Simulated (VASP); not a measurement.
# Ni2Ru (Fm-3m) in VASP: notebook

The runs below take Ni2Ru through single point, relaxation of cell and atoms, with PBE.

All numbers are computed with VASP 6.6.1; they aren't measurements. Logs are shortened: lines on timing, memory, paths and dates and some standing lists are left out, and cuts for length are marked.

**1. The cell of the first run**

The structure is cubic, space group Fm-3m (No. 225). Conventional cell: a = 5.026 Å, b = 5.026 Å, c = 5.026 Å, α = 90.00°, β = 90.00°, γ = 90.00°. Within 2.9 Å of Ni (site symmetry -43m) lie 4 Ru at 2.18 Å and 6 Ni at 2.51 Å. Ru (site symmetry m-3m) has 8 Ni at 2.18 Å within 2.9 Å.

**2. Single point, PBE, collinear spin, ferromagnetic start**

File INCAR:

```
SYSTEM = Ni2Ru
PREC = Accurate
ENCUT = 520
EDIFF = 1E-6
ISMEAR = 0
SIGMA = 0.1
LREAL = .False.
LASPH = .True.
NELM = 150
ALGO = Normal
ISIF = 2
LWAVE = .False.
LCHARG = .True.
ISPIN = 2
MAGMOM = 2 2 0
LORBIT = 11
LMAXMIX = 4
GGA = PE
LELF = .True.
LVHAR = .True.
NBANDS = 28
```

File KPOINTS:

```
Automatic mesh
0
Gamma
  6 6 6
  0 0 0
```

File POSCAR:

```
Ni2Ru
1.0
    0.0000000000      2.5129533335      2.5129533335
    2.5129533335      0.0000000000      2.5129533335
    2.5129533335      2.5129533335      0.0000000000
Ni Ru
2 1
Direct
    0.2500000000      0.2500000000      0.2500000000
    0.7500000000      0.7500000000      0.7500000000
    0.0000000000      0.0000000000      0.0000000000
```

Potentials or basis: VASP PAW PBE potentials, release 64 (Ni, Ru_pv).

Run with:

```console
$ cat potpaw_PBE.64/Ni/POTCAR potpaw_PBE.64/Ru_pv/POTCAR > POTCAR
$ mpirun -np 1 vasp_std > vasp.out
```

OUTCAR:

```text
SYSTEM = Ni2Ru
   PREC = Accurate
   ENCUT = 520
   EDIFF = 1E-6
   ISMEAR = 0
   LREAL = .False.
   LASPH = .True.
   NELM = 150
   ISIF = 2
   ISPIN = 2
   LORBIT = 11
   GGA = PE

 ion  position               nearest neighbor table
   1  0.250  0.250  0.250-   3 2.18   3 2.18   3 2.18   3 2.18   2 2.51   2 2.51   2 2.51   2 2.51
                             2 2.51   2 2.51
   2  0.750  0.750  0.750-   3 2.18   3 2.18   3 2.18   3 2.18   1 2.51   1 2.51   1 2.51   1 2.51
                             1 2.51   1 2.51
   3  0.000  0.000  0.000-   2 2.18   2 2.18   2 2.18   1 2.18   1 2.18   1 2.18   2 2.18   1 2.18

  LATTYP: Found a face centered cubic cell.
 ALAT       =     5.0259066670

  Lattice vectors:

 A1 = (   0.0000000000,   2.5129533335,   2.5129533335)
 A2 = (   2.5129533335,   0.0000000000,   2.5129533335)
 A3 = (   2.5129533335,   2.5129533335,   0.0000000000)

Analysis of symmetry for initial positions (statically):
=====================================================================
 Subroutine PRICEL returns:
 Original cell was already a primitive cell.

 Routine SETGRP: Setting up the symmetry group for a
 face centered cubic supercell.

 Subroutine GETGRP returns: Found 48 space group operations
 (whereof 48 operations were pure point group operations)
 out of a pool of 48 trial point group operations.

The static configuration has the point symmetry O_h .

Analysis of symmetry for dynamics (positions and initial velocities):
=====================================================================
 Subroutine PRICEL returns:
 Original cell was already a primitive cell.

 Routine SETGRP: Setting up the symmetry group for a
 face centered cubic supercell.

 Subroutine GETGRP returns: Found 48 space group operations
 (whereof 48 operations were pure point group operations)
 out of a pool of 48 trial point group operations.

The dynamic configuration has the point symmetry O_h .

Analysis of structural, dynamic, and magnetic symmetry:
=====================================================================
 Subroutine PRICEL returns:
 Original cell was already a primitive cell.

 Routine SETGRP: Setting up the symmetry group for a
 face centered cubic supercell.

 Subroutine GETGRP returns: Found 48 space group operations
 (whereof 48 operations were pure point group operations)
 out of a pool of 48 trial point group operations.

The overall configuration has the point symmetry O_h .

 Subroutine INISYM returns: Found 48 space group operations
 (whereof 48 operations are pure point group operations),
 and found     1 'primitive' translations

----------------------------------------------------------------------------------------

                                     Primitive cell

  volume of cell :      31.7383

  direct lattice vectors                    reciprocal lattice vectors
     0.000000000  2.512953334  2.512953334    -0.198969075  0.198969075  0.198969075
     2.512953334  0.000000000  2.512953334     0.198969075 -0.198969075  0.198969075
     2.512953334  2.512953334  0.000000000     0.198969075  0.198969075 -0.198969075

  length of vectors
     3.553852686  3.553852686  3.553852686     0.344624547  0.344624547  0.344624547

  position of ions in fractional coordinates (direct lattice)
     0.250000000  0.250000000  0.250000000
     0.750000000  0.750000000  0.750000000
     0.000000000  0.000000000  0.000000000

  ion indices of the primitive-cell ions
   primitive index   ion index
                 1           1
                 2           2
                 3           3

----------------------------------------------------------------------------------------

 KPOINTS: Automatic mesh

Automatic generation of k-mesh.
 Grid dimensions read from file:
 generate k-points for:    6    6    6

 Generating k-lattice:

  Cartesian coordinates                     Fractional coordinates (reciprocal lattice)
    -0.033161512  0.033161512  0.033161512     0.166666667  0.000000000  0.000000000
     0.033161512 -0.033161512  0.033161512     0.000000000  0.166666667  0.000000000
     0.033161512  0.033161512 -0.033161512     0.000000000  0.000000000  0.166666667

  Length of vectors
     0.057437424  0.057437424  0.057437424

  Shift w.r.t. Gamma in fractional coordinates (k-lattice)
     0.000000000  0.000000000  0.000000000

 Subroutine IBZKPT returns following result:
 ===========================================

 Found     16 irreducible k-points:

 Following reciprocal coordinates:
            Coordinates               Weight
  0.000000  0.000000  0.000000      1.000000
  0.166667  0.000000  0.000000      8.000000
  0.333333  0.000000  0.000000      8.000000
  0.500000  0.000000  0.000000      4.000000
  0.166667  0.166667  0.000000      6.000000
  0.333333  0.166667  0.000000     24.000000
[... 8 lines left out ...]
 -0.333333  0.333333  0.166667     24.000000
 -0.333333  0.500000  0.166667     12.000000
   k-points           NKPTS =     16   k-points in BZ     NKDIM =     16   number of bands    NBANDS=     28
   number of dos      NEDOS =    301   number of ions     NIONS =      3
   total plane-waves  NPLWV =  21952
   dimension x,y,z NGX =    28 NGY =   28 NGZ =   28
   dimension x,y,z NGXF=    56 NGYF=   56 NGZF=   56
   ions per type =               2   1
   NGX,Y,Z   is equivalent  to a cutoff of  13.10, 13.10, 13.10 a.u.
   NGXF,Y,Z  is equivalent  to a cutoff of  26.20, 26.20, 26.20 a.u.
 SYSTEM =  Ni2Ru
   PREC   = accura    normal or accurate (medium, high low for compatibility)
   ISTART =      0    job   : 0-new  1-cont  2-samecut
   ICHARG =      2    charge: 1-file 2-atom 10-const
   ISPIN  =      2    spin polarized calculation?
   LNONCOLLINEAR =      F non collinear calculations
   LSORBIT =      F    spin-orbit coupling
   LASPH  =      T    aspherical Exc in radial PAW
   ENCUT  =  520.0 eV  38.22 Ry    6.18 a.u.   6.61  6.61  6.61*2*pi/ulx,y,z
   NELM   =    150;   NELMIN=  2; NELMDL= -5     # of ELM steps
   EDIFF  = 0.1E-05   stopping-criterion for ELM
   LREAL  =      F    real-space projection
   EDIFFG = 0.1E-04   stopping-criterion for IOM
   NSW    =      0    number of steps for IOM
   IBRION =     -1    ionic relax: 0-MD 1-quasi-New 2-CG
   NFREE  =      0    steps in history (QN), initial steepest desc. (CG)
   ISIF   =      2    stress and relaxation
   ISYM   =      2    0-nonsym 1-usesym 2-fastsym
   POTIM  = 0.5000    time-step for ionic-motion
   TEBEG  =    0.0;   TEEND  =   0.0 temperature during run
   PSTRESS=    0.0 pullay stress
   NELECT =      34.0000    total number of electrons
   NUPDOWN=      -1.0000    fix difference up-down
   EMIN   =  10.00;   EMAX   =-10.00  energy-range for DOS
   EFERMI =   0.00;   METHOD = LEGACY
   ISMEAR =     0;   SIGMA  =   0.10  broadening in eV -4-tet -1-fermi 0-gaus
   EFERMI_NEDOS =   21; number of points for ismear=-14 and -15
   IALGO  =     38    algorithm
   IMIX   =      4    mixing-type and parameters
     AMIX     =   0.40;   BMIX     =  1.00
     AMIX_MAG =   1.60;   BMIX_MAG =  1.00
  volume/ion in A,a.u.               =      10.58        71.39
  Fermi-wavevector in a.u.,A,eV,Ry     =   1.675097  3.165475 38.177282  2.805951
  Thomas-Fermi vector in A             =   2.759777
   LORBIT       =     11    0 simple, 1 ext, 2 COOP (PROOUT), +10 PAW based schemes
   GGA     = PE    functional components
   LHFCALC =     F    Hartree Fock is set to
   AEXX    =    0.0000 exact exchange contribution
   IVDW    =     0    specifies the selected vdW correction
   LEPSILON=     F    determine dielectric tensor
   LRPA    =     F    only Hartree local field effects (RPA)
 spin polarized calculation
 Gauss-broadening in eV      SIGMA  =   0.10
  energy-cutoff  :      520.00
  volume of cell :       31.74
 maximum number of plane-waves:       869
 NGX is ok and might be reduce to    28
   NGX = 13   NGY = 13   NGZ = 13

 number of electron      33.9999987 magnetization      -0.0002540

 number of electron      33.9999987 magnetization       0.0022564

 Free energy of the ion-electron system (eV)
  ---------------------------------------------------
  ext. energy  EPLUGINS =         0.00000000
  ---------------------------------------------------
  free energy    TOTEN  =       -14.87959370 eV

  energy without entropy =      -14.86474383  energy(sigma->0) =      -14.87216877

 E-fermi :  12.8526     XC(G=0): -14.0105

 val. band max:       12.8406530405   @ k =   0.1667   0.1667   0.0000
 cond. band min:      12.9550458315   @ k =  -0.3333   0.5000   0.1667
 fundamental gap:      0.1143927910
 Fermi energy:        12.8526250785

 spin component 1

 k-point     1 :       0.0000    0.0000    0.0000
  band No.  band energies     occupation
      1     -30.6858      1.00000
      2     -30.6858      1.00000
      3     -30.6858      1.00000
      4       3.4461      1.00000
      5       6.5252      1.00000
      6       6.5252      1.00000
[... 20 lines left out ...]
     27      26.2583      0.00000
[... 442 lines left out ...]
      5       6.2607      1.00000
      6       6.8238      1.00000
[... 20 lines left out ...]
     27      31.5979      0.00000
     28      33.7195      0.00000
 Fermi energy:        12.8526250785

 spin component 2

 k-point     1 :       0.0000    0.0000    0.0000
  band No.  band energies     occupation
      1     -30.6850      1.00000
      2     -30.6850      1.00000
      3     -30.6850      1.00000
      4       3.4462      1.00000
      5       6.5258      1.00000
      6       6.5258      1.00000
[... 20 lines left out ...]
     27      26.2583      0.00000
[... 443 lines left out ...]
      6       6.8242      1.00000
[... 20 lines left out ...]
     27      31.5984      0.00000
     28      33.7196      0.00000

------------------------ aborting loop because EDIFF is reached ----------------------------------------

  FORCE on cell =-STRESS in cart. coord.  units (eV):
  Direction    XX          YY          ZZ          XY          YZ          ZX
  --------------------------------------------------------------------------------------
  -------------------------------------------------------------------------------------
  Total       22.1426111     22.1426111     22.1426111     -0.0000000      0.0000000     -0.0000000
  in kB     1117.7795195   1117.7795195   1117.7795195     -0.0000000      0.0000000     -0.0000000
  external PRESSURE =    1117.7795195 kB  Pullay stress =       0.0000000 kB

 VOLUME and BASIS-vectors are now :
 -----------------------------------------------------------------------------
  energy-cutoff  :      520.00
  volume of cell :       31.74
      direct lattice vectors                 reciprocal lattice vectors
     0.000000000  2.512953334  2.512953334    -0.198969075  0.198969075  0.198969075
     2.512953334  0.000000000  2.512953334     0.198969075 -0.198969075  0.198969075
     2.512953334  2.512953334  0.000000000     0.198969075  0.198969075 -0.198969075

 POSITION                                       TOTAL-FORCE (eV/Angst)
 -----------------------------------------------------------------------------------
      1.25648      1.25648      1.25648         0.000000      0.000000      0.000000
      3.76943      3.76943      3.76943        -0.000000     -0.000000     -0.000000
      0.00000      0.00000      0.00000         0.000000     -0.000000      0.000000
 -----------------------------------------------------------------------------------
    total drift:                                0.000000      0.000000      0.000000

  FREE ENERGIE OF THE ION-ELECTRON SYSTEM (eV)
  ---------------------------------------------------
  free  energy   TOTEN  =       -14.8795936976 eV

  energy  without entropy=      -14.8647438329  energy(sigma->0) =      -14.87216877

 total charge

# of ion       s       p       d       tot
------------------------------------------
    1        0.693   0.712   8.556   9.962
    2        0.693   0.712   8.556   9.962
    3        0.551   6.445   6.370  13.366
--------------------------------------------------
tot          1.938   7.869  23.482  33.289

 magnetization (x)

# of ion       s       p       d       tot
------------------------------------------
    1       -0.000  -0.000   0.000   0.000
    2       -0.000  -0.000   0.000   0.000
    3       -0.000  -0.000   0.000   0.000
--------------------------------------------------
tot         -0.000  -0.000   0.001   0.001
```

Wall time 21 s (1 thread of Intel Xeon 6975P-C (Granite Rapids), shared host); peak memory 0.18 GiB.

What came out:

```yaml
Free_energy: -14.8796 eV
Pressure: 111.8 GPa
Band_gap_on_the_k_mesh: zero (filled and empty bands overlap)
Net_moment: 0.00 μB per cell
Valence_electrons_inside_the_program's_atomic_spheres: Ni 9.96; Ru 13.37
```

Caveat: the k points lie up to 0.36 Å⁻¹ apart; the starting moments collapsed, and a magnetic state may lie lower.

**3. Single point, PBE**

This run uses another cell than the first one, of 14.50 Å³/atom, 1.370 times its volume.

File INCAR:

```
SYSTEM = Ni2Ru
ALGO = Fast
EDIFF = 1E-6
ENCUT = 520
GGA = PE
ISIF = 2
ISMEAR = 0
LASPH = .TRUE.
LCHARG = .TRUE.
LELF = .TRUE.
LREAL = .FALSE.
LVHAR = .TRUE.
LWAVE = .FALSE.
NBANDS = 24
NELM = 100
PREC = Accurate
SIGMA = 0.1
```

File KPOINTS:

```
k-points
0
G
  14 14 14
  0 0 0
```

File POSCAR:

```
Ni2Ru
1.0
    0.0000000000      2.7911277594      2.7911277594
    2.7911277594      0.0000000000      2.7911277594
    2.7911277594      2.7911277594      0.0000000000
Ni Ru
2 1
Direct
    0.2500000000      0.2500000000      0.2500000000
    0.7500000000      0.7500000000      0.7500000000
    0.0000000000      0.0000000000      0.0000000000
```

Potentials or basis: VASP PAW PBE potentials, release 64 (Ni, Ru_pv).

Run with:

```console
$ cat potpaw_PBE.64/Ni/POTCAR potpaw_PBE.64/Ru_pv/POTCAR > POTCAR
$ mpirun -np 1 vasp_std > vasp.out
```

OUTCAR:

```text
SYSTEM = Ni2Ru
   EDIFF = 1E-6
   ENCUT = 520
   GGA = PE
   ISIF = 2
   ISMEAR = 0
   LASPH = .TRUE.
   LREAL = .FALSE.
   NELM = 100
   PREC = Accurate

 ion  position               nearest neighbor table
   1  0.250  0.250  0.250-   3 2.42   3 2.42   3 2.42   3 2.42   2 2.79   2 2.79   2 2.79   2 2.79
                             2 2.79   2 2.79
   2  0.750  0.750  0.750-   3 2.42   3 2.42   3 2.42   3 2.42   1 2.79   1 2.79   1 2.79   1 2.79
                             1 2.79   1 2.79
   3  0.000  0.000  0.000-   2 2.42   2 2.42   2 2.42   1 2.42   2 2.42   1 2.42   1 2.42   1 2.42

[... 840 lines left out ...]
     24      18.5518      0.00000

 [... further k-points ...]
[... 5 lines left out ...]
  --------------------------------------------------------------------------------------
  -------------------------------------------------------------------------------------
  Total        0.0009589      0.0009589      0.0009589      0.0000000      0.0000000      0.0000000
  in kB        0.0353265      0.0353265      0.0353265      0.0000000      0.0000000      0.0000000
  external PRESSURE =       0.0353265 kB  Pullay stress =       0.0000000 kB

 VOLUME and BASIS-vectors are now :
 -----------------------------------------------------------------------------
  energy-cutoff  :      520.00
  volume of cell :       43.49
      direct lattice vectors                 reciprocal lattice vectors
     0.000000000  2.791127759  2.791127759    -0.179139059  0.179139059  0.179139059
     2.791127759  0.000000000  2.791127759     0.179139059 -0.179139059  0.179139059
     2.791127759  2.791127759  0.000000000     0.179139059  0.179139059 -0.179139059

 POSITION                                       TOTAL-FORCE (eV/Angst)
 -----------------------------------------------------------------------------------
      1.39556      1.39556      1.39556         0.000000      0.000000      0.000000
      4.18669      4.18669      4.18669        -0.000000     -0.000000     -0.000000
      0.00000      0.00000      0.00000         0.000000     -0.000000     -0.000000
 -----------------------------------------------------------------------------------
    total drift:                                0.000000     -0.000000      0.000000

  FREE ENERGIE OF THE ION-ELECTRON SYSTEM (eV)
  ---------------------------------------------------
  free  energy   TOTEN  =       -17.9230656529 eV

  energy  without entropy=      -17.9035352170  energy(sigma->0) =      -17.91330043
```

stdout:

```text
POSCAR found type information on POSCAR NiRu
 POSCAR found :  2 types and       3 ions
 scaLAPACK will be used
 LDA part: xc-table for (Slater+PW92), standard interpolation
 POSCAR, INCAR and KPOINTS ok, starting setup
 FFT: planning ... GRIDC
 FFT: planning ... GRID_SOFT
 FFT: planning ... GRID
 WAVECAR not read
 entering main loop
```

It took 67 s on 1 thread of Intel Xeon 6975P-C (Granite Rapids), shared host; peak memory 0.24 GiB.

What came out:

| Property | Result |
| --- | --- |
| Free energy | -17.9231 eV |
| Pressure | 0.0 GPa |
| Band gap on the k mesh | zero (band 17 reaches 8.40 eV, above the bottom of band 18 at 7.51 eV) |

Spin polarisation is off, so any magnetic state and its effect on volume and gap are missing.

(Part 1 of 2 ends here.)
